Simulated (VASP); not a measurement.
A run of VASP 6.6.1 is set up as follows.

Contents of POSCAR:

```
Mo
1.0
   -1.5106590310      1.5106590310      1.5106590310
    1.5106590310     -1.5106590310      1.5106590310
    1.5106590310      1.5106590310     -1.5106590310
Mo
1
Direct
    0.0000000000      0.0000000000      0.0000000000
```

INCAR.step1

```
PREC = Accurate ; ENCUT = 520
ISMEAR = -1 ; SIGMA = 0.1
LREAL = False ; LASPH = True
NELM = 100 ; NBANDS = 13
GGA = PE ; ALGO = Normal
EDIFF = 1E-4 ; LWAVE = True
LCHARG = False
```

INCAR.step2

```
PREC = Accurate ; ENCUT = 520
EDIFF = 1E-6 ; ISMEAR = -1
SIGMA = 0.1 ; LREAL = False
LASPH = True ; NELM = 100
ALGO = Normal ; ISIF = 2
LWAVE = False ; LCHARG = False
METAGGA = R2SCAN ; LMIXTAU = True
NBANDS = 13 ; ISTART = 1
```

The input KPOINTS:

```
regular mesh
0
Gamma
  23 23 23
```

Potentials or basis: VASP PAW PBE potentials, release 64 (Mo_sv).

Command:

```bash
$ cat potpaw_PBE.64/Mo_sv/POTCAR > POTCAR
$ cp INCAR.step1 INCAR
$ mpirun -np 1 vasp_std > vasp.out
$ cp INCAR.step2 INCAR
$ mpirun -np 1 vasp_std > vasp.out
```

Task: Predict the pressure.

Result: 46.2 GPa.

Task: Predict the band gap on the k mesh.

Result: Zero (band 7 reaches 19.45 eV, above the bottom of band 8 at 12.99 eV).

Caveat: the PAW data sets were made with another functional, which shifts forces and pressure a little.
